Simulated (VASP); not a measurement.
# Na (Im-3m) in VASP: relaxation of cell and atoms with r2SCAN

Aim: the relaxation of cell and atoms of Na with r2SCAN.

Program: VASP 6.6.1. These are calculated values, not measurements. Logs are shortened: lines on timing, memory, paths and dates and some standing lists are left out, and cuts for length are marked.

## Step 1: The cell of the first run

It takes space group Im-3m (No. 229, cubic). Conventional cell: a = 4.224 Å, b = 4.224 Å, c = 4.224 Å, α = 90.00°, β = 90.00°, γ = 90.00°. Within 4.8 Å of Na (site symmetry m-3m) lie 14 Na at 3.66 to 4.22 Å.

## Step 2: Relaxation of cell and atoms, r2SCAN, target pressure 1 GPa, at which the enthalpy is minimised

Contents of POSCAR:

```
Na
1.0
   -2.1118449397      2.1118449397      2.1118449397
    2.1118449397     -2.1118449397      2.1118449397
    2.1118449397      2.1118449397     -2.1118449397
Na
1
Direct
    0.0000000000      0.0000000000      0.0000000000
```

Contents of INCAR.step1:

```
SYSTEM = Na
ALGO     = Normal         ! electronic algorithm
EDIFF    = 1E-5           ! SCF threshold, eV
EDIFFG   = -0.005         ! ionic threshold
ENCUT    = 550            ! plane-wave cutoff, eV
GGA      = PE             ! functional
GGA_COMPAT= .FALSE.      
IBRION   = 2              ! ionic algorithm
ISIF     = 3              ! what is computed and relaxed
ISMEAR   = -1             ! smearing method
LASPH    = .TRUE.         ! aspherical terms in the spheres
LCHARG   = .FALSE.        ! write CHGCAR
LREAL    = .FALSE.        ! projectors in reciprocal space
LWAVE    = .TRUE.         ! write WAVECAR
NELM     = 120            ! most SCF steps
NELMIN   = 4            
NSW      = 100            ! ionic steps
PREC     = Accurate       ! precision mode
SIGMA    = 0.1            ! smearing width, eV
```

Contents of INCAR.step2:

```
SYSTEM = Na
ALGO     = Normal         ! electronic algorithm
EDIFF    = 1E-7           ! SCF threshold, eV
EDIFFG   = -0.002         ! ionic threshold
ENCUT    = 550            ! plane-wave cutoff, eV
GGA_COMPAT= .FALSE.      
IBRION   = 2              ! ionic algorithm
ISIF     = 3              ! what is computed and relaxed
ISMEAR   = -1             ! smearing method
ISTART   = 1            
LASPH    = .TRUE.         ! aspherical terms in the spheres
LCHARG   = .FALSE.        ! write CHGCAR
LMIXTAU  = .TRUE.       
LREAL    = .FALSE.        ! projectors in reciprocal space
LWAVE    = .FALSE.        ! write WAVECAR
METAGGA  = R2SCAN         ! meta-GGA
NELM     = 120            ! most SCF steps
NELMIN   = 4            
NSW      = 100            ! ionic steps
PREC     = Accurate       ! precision mode
PSTRESS  = 10.0         
SIGMA    = 0.1            ! smearing width, eV
```

Contents of KPOINTS:

```
k-points
0
G
  18 18 18
  0 0 0
```

Potentials or basis: VASP PAW PBE potentials, release 64 (Na_pv).

Started as:

```
$ cat potpaw_PBE.64/Na_pv/POTCAR > POTCAR
$ cp INCAR.step1 INCAR
$ mpirun -np 1 vasp_std > vasp.out
$ cp INCAR.step2 INCAR
$ mpirun -np 1 vasp_std > vasp.out
```

OUTCAR:

```text
SYSTEM = Na
   EDIFF = 1E-7
   EDIFFG = -0.002
   ENCUT = 550
   IBRION = 2
   ISIF = 3
   ISMEAR = -1
   ISTART = 1
   LASPH = .TRUE.
   LREAL = .FALSE.
   METAGGA = R2SCAN
   NELM = 120
   NELMIN = 4
   NSW = 100
   PREC = Accurate
   PSTRESS = 10.0

 ion  position               nearest neighbor table
   1  0.000  0.000  0.000-

  LATTYP: Found a body centered cubic cell.
 ALAT       =     4.2236898794

  Lattice vectors:

 A1 = (  -2.1118449397,   2.1118449397,   2.1118449397)
 A2 = (   2.1118449397,  -2.1118449397,   2.1118449397)
 A3 = (   2.1118449397,   2.1118449397,  -2.1118449397)

Analysis of symmetry for initial positions (statically):
=====================================================================
 Subroutine PRICEL returns:
 Original cell was already a primitive cell.

 Routine SETGRP: Setting up the symmetry group for a
 body centered cubic supercell.

 Subroutine GETGRP returns: Found 48 space group operations
 (whereof 48 operations were pure point group operations)
 out of a pool of 48 trial point group operations.

The static configuration has the point symmetry O_h .

Analysis of symmetry for dynamics (positions and initial velocities):
=====================================================================
 Subroutine PRICEL returns:
 Original cell was already a primitive cell.

 Routine SETGRP: Setting up the symmetry group for a
 body centered cubic supercell.

 Subroutine GETGRP returns: Found 48 space group operations
 (whereof 48 operations were pure point group operations)
 out of a pool of 48 trial point group operations.

The dynamic configuration has the point symmetry O_h .

 Subroutine INISYM returns: Found 48 space group operations
 (whereof 48 operations are pure point group operations),
 and found     1 'primitive' translations

----------------------------------------------------------------------------------------

                                     Primitive cell

  volume of cell :      37.6744

  direct lattice vectors                    reciprocal lattice vectors
    -2.111844940  2.111844940  2.111844940     0.000000000  0.236759807  0.236759807
     2.111844940 -2.111844940  2.111844940     0.236759807  0.000000000  0.236759807
     2.111844940  2.111844940 -2.111844940     0.236759807  0.236759807  0.000000000

  length of vectors
     3.657822733  3.657822733  3.657822733     0.334828930  0.334828930  0.334828930

  position of ions in fractional coordinates (direct lattice)
     0.000000000  0.000000000  0.000000000

  ion indices of the primitive-cell ions
   primitive index   ion index
                 1           1

----------------------------------------------------------------------------------------

 KPOINTS: k-points

Automatic generation of k-mesh.
 Grid dimensions read from file:
 generate k-points for:   18   18   18

 Generating k-lattice:

  Cartesian coordinates                     Fractional coordinates (reciprocal lattice)
     0.000000000  0.013153323  0.013153323     0.055555556  0.000000000  0.000000000
     0.013153323  0.000000000  0.013153323     0.000000000  0.055555556  0.000000000
     0.013153323  0.013153323  0.000000000     0.000000000  0.000000000  0.055555556

  Length of vectors
     0.018601607  0.018601607  0.018601607

  Shift w.r.t. Gamma in fractional coordinates (k-lattice)
     0.000000000  0.000000000  0.000000000

 Subroutine IBZKPT returns following result:
 ===========================================

 Found    195 irreducible k-points:

 Following reciprocal coordinates:
            Coordinates               Weight
  0.000000  0.000000  0.000000      1.000000
  0.055556  0.000000  0.000000     12.000000
  0.111111  0.000000  0.000000     12.000000
  0.166667  0.000000  0.000000     12.000000
  0.222222  0.000000  0.000000     12.000000
  0.277778  0.000000  0.000000     12.000000
[... 16 lines left out ...]
  0.333333  0.111111  0.000000     48.000000
  0.388889  0.111111  0.000000     48.000000
 [... further k-points ...]
   k-points           NKPTS =    195   k-points in BZ     NKDIM =    195   number of bands    NBANDS=      7
   number of dos      NEDOS =    301   number of ions     NIONS =      1
   total plane-waves  NPLWV =  21952
   dimension x,y,z NGX =    28 NGY =   28 NGZ =   28
   dimension x,y,z NGXF=    56 NGYF=   56 NGZF=   56
   ions per type =               1
   NGX,Y,Z   is equivalent  to a cutoff of  12.73, 12.73, 12.73 a.u.
   NGXF,Y,Z  is equivalent  to a cutoff of  25.45, 25.45, 25.45 a.u.
 SYSTEM =  Na
   PREC   = accura    normal or accurate (medium, high low for compatibility)
   ISTART =      1    job   : 0-new  1-cont  2-samecut
   ICHARG =      0    charge: 1-file 2-atom 10-const
   ISPIN  =      1    spin polarized calculation?
   LNONCOLLINEAR =      F non collinear calculations
   LSORBIT =      F    spin-orbit coupling
   LASPH  =      T    aspherical Exc in radial PAW
   ENCUT  =  550.0 eV  40.42 Ry    6.36 a.u.   6.99  6.99  6.99*2*pi/ulx,y,z
   NELM   =    120;   NELMIN=  4; NELMDL=  0     # of ELM steps
   EDIFF  = 0.1E-06   stopping-criterion for ELM
   LREAL  =      F    real-space projection
   EDIFFG = -.2E-02   stopping-criterion for IOM
   NSW    =    100    number of steps for IOM
   IBRION =      2    ionic relax: 0-MD 1-quasi-New 2-CG
   NFREE  =      1    steps in history (QN), initial steepest desc. (CG)
   ISIF   =      3    stress and relaxation
   ISYM   =      2    0-nonsym 1-usesym 2-fastsym
   POTIM  = 0.5000    time-step for ionic-motion
   TEBEG  =    0.0;   TEEND  =   0.0 temperature during run
   PSTRESS=   10.0 pullay stress
   NELECT =       7.0000    total number of electrons
   NUPDOWN=      -1.0000    fix difference up-down
   EMIN   =  10.00;   EMAX   =-10.00  energy-range for DOS
   EFERMI =   0.00;   METHOD = LEGACY
   ISMEAR =    -1;   SIGMA  =   0.10  broadening in eV -4-tet -1-fermi 0-gaus
   EFERMI_NEDOS =   21; number of points for ismear=-14 and -15
   IALGO  =     38    algorithm
   IMIX   =      4    mixing-type and parameters
     AMIX     =   0.40;   BMIX     =  1.00
     AMIX_MAG =   1.60;   BMIX_MAG =  1.00
  volume/ion in A,a.u.               =      37.67       254.24
  Fermi-wavevector in a.u.,A,eV,Ry     =   0.934169  1.765324 11.873422  0.872672
  Thomas-Fermi vector in A             =   2.060946
   LORBIT       =      0    0 simple, 1 ext, 2 COOP (PROOUT), +10 PAW based schemes
   METAGGA = R2SCAN    functional components
   LHFCALC =     F    Hartree Fock is set to
   AEXX    =    0.0000 exact exchange contribution
   IVDW    =     0    specifies the selected vdW correction
   LEPSILON=     F    determine dielectric tensor
   LRPA    =     F    only Hartree local field effects (RPA)
 conjugate gradient relaxation of ions
 non-spin polarized calculation
  energy-cutoff  :      550.00
  volume of cell :       37.67
 maximum number of plane-waves:      1144
   NGX = 13   NGY = 13   NGZ = 13

--------------------------------------- Ionic step        1  -------------------------------------------

 number of electron       7.0000010 magnetization

 Free energy of the ion-electron system (eV)
  ---------------------------------------------------
  ext. energy  EPLUGINS =         0.00000000
  ---------------------------------------------------
  free energy    TOTEN  =        -3.56226341 eV

  energy without entropy =       -3.54757063  energy(sigma->0) =       -3.55491702

------------------------ aborting loop because EDIFF is reached ----------------------------------------

  FORCE on cell =-STRESS in cart. coord.  units (eV):
  Direction    XX          YY          ZZ          XY          YZ          ZX
  --------------------------------------------------------------------------------------
  -------------------------------------------------------------------------------------
  Total        0.0220970      0.0220970      0.0220970      0.0000000      0.0000000     -0.0000000
  in kB        0.9397171      0.9397171      0.9397171      0.0000000      0.0000000     -0.0000000
  external PRESSURE =      -9.0602829 kB  Pullay stress =      10.0000000 kB
[... 133 lines left out ...]
  enthalpy is  TOTEN    =        -3.3409198693 eV   P V=        0.2104582127

--------------------------------------- Ionic step        5  -------------------------------------------

 number of electron       7.0000004 magnetization

 Free energy of the ion-electron system (eV)
  ---------------------------------------------------
  ext. energy  EPLUGINS =         0.00000000
  ---------------------------------------------------
  free energy    TOTEN  =        -3.55070524 eV

  energy without entropy =       -3.53693035  energy(sigma->0) =       -3.54381779

 E-fermi :   0.6478     XC(G=0):  -7.2020

 val. band max:        0.5850366920   @ k =  -0.3333   0.3333   0.2778
 cond. band min:       0.6879792610   @ k =   0.3333   0.1667   0.0000
 fundamental gap:      0.1029425690
 Fermi energy:         0.6478079995

 k-point     1 :       0.0000    0.0000    0.0000
  band No.  band energies     occupation
      1     -25.2908      2.00000
      2     -25.2908      2.00000
      3     -25.2908      2.00000
      4      -3.0595      2.00000
      5      13.7154      0.00000
      6      13.7154      0.00000
      7      13.7155      0.00000
[... 221 lines left out ...]
 k-point    24 :       0.3889    0.1111    0.0000
  band No.  band energies     occupation
      1     -25.3385      2.00000
      2     -25.3087      2.00000
      3     -25.2931      2.00000
      4       0.9027      0.14494
      5       3.1092      0.00000
      6       8.0879      0.00000
      7      10.7266      0.00000

 [... further k-points ...]

------------------------ aborting loop because EDIFF is reached ----------------------------------------

  FORCE on cell =-STRESS in cart. coord.  units (eV):
  Direction    XX          YY          ZZ          XY          YZ          ZX
  --------------------------------------------------------------------------------------
  -------------------------------------------------------------------------------------
  Total        0.2110950      0.2110950      0.2110950      0.0000000      0.0000000      0.0000000
  in kB       10.0644889     10.0644889     10.0644889      0.0000000      0.0000000      0.0000000
  external PRESSURE =       0.0644889 kB  Pullay stress =      10.0000000 kB
[... 16 lines left out ...]
  FREE ENERGIE OF THE ION-ELECTRON SYSTEM (eV)
  ---------------------------------------------------
  free  energy   TOTEN  =        -3.5507052422 eV

  energy  without entropy=       -3.5369303470  energy(sigma->0) =       -3.54381779

  enthalpy is  TOTEN    =        -3.3409628807 eV   P V=        0.2097423616

 reached required accuracy - stopping structural energy minimisation
```

Wall time 26 min (1 thread of Oxide Virtual Turin-like, shared host); peak memory 0.16 GiB.

What came out:

```
Free energy                                                : -3.5507 eV
Relaxed volume                                             : 33.60 Å³/atom
Relaxed cell                                               : a = 3.521 Å, b = 3.521 Å, c = 3.521 Å, α = 109.47°, β = 109.47°, γ = 109.47°
Space group after relaxing (to 0.1 Å)                      : Im-3m (No. 229)
Energy change on relaxing (the run minimises the enthalpy) : +11.6 meV/atom
Ionic steps                                                : 5
Pressure after relaxing                                    : 1.0 GPa
Band gap on the k mesh                                     : zero (an odd number of electrons rules out a gap without spin polarisation)
```

Step by step:
| step | energy change (eV) | largest force (eV/Å) | pressure (GPa) | volume (Å³) |
| --- | --- | --- | --- | --- |
| 1 | 0.0000 | 0.0000 | 0.09 | 37.67 |
| 2 | 0.0012 | 0.0000 | 0.34 | 36.52 |
| 3 | 0.0036 | 0.0000 | 0.51 | 35.57 |
| 4 | 0.0109 | 0.0000 | 0.97 | 33.72 |
| 5 | 0.0116 | 0.0000 | 1.01 | 33.60 |

Final structure:
```xyz
1
Lattice="-2.0329 2.0329 2.0329 2.0329 -2.0329 2.0329 2.0329 2.0329 -2.0329" Properties=species:S:1:pos:R:3 pbc="T T T"
Na    0.0000    0.0000    0.0000
```

Levels at points of the mesh, in eV from the Fermi level:
| k point | band 1 | band 2 | band 3 | band 4 | band 5 | band 6 | band 7 |
| --- | --- | --- | --- | --- | --- | --- | --- |
| (0.00, 0.00, 0.00) | -25.94 | -25.94 | -25.94 | -3.71 | 13.07 | 13.07 | 13.07 |
| (0.50, 0.00, 0.00) | -25.99 | -25.96 | -25.94 | 0.75 | 1.53 | 9.07 | 10.62 |
| (0.50, 0.50, 0.50) | -25.97 | -25.97 | -25.97 | 4.84 | 4.84 | 5.67 | 5.67 |

Caveat: the cell is relaxed towards a set pressure, so the run minimises the enthalpy, not the energy; the PAW data sets were made with another functional, which shifts forces and pressure a little.

The gap in the log of VASP goes by the Fermi energy; the results here count the filled bands.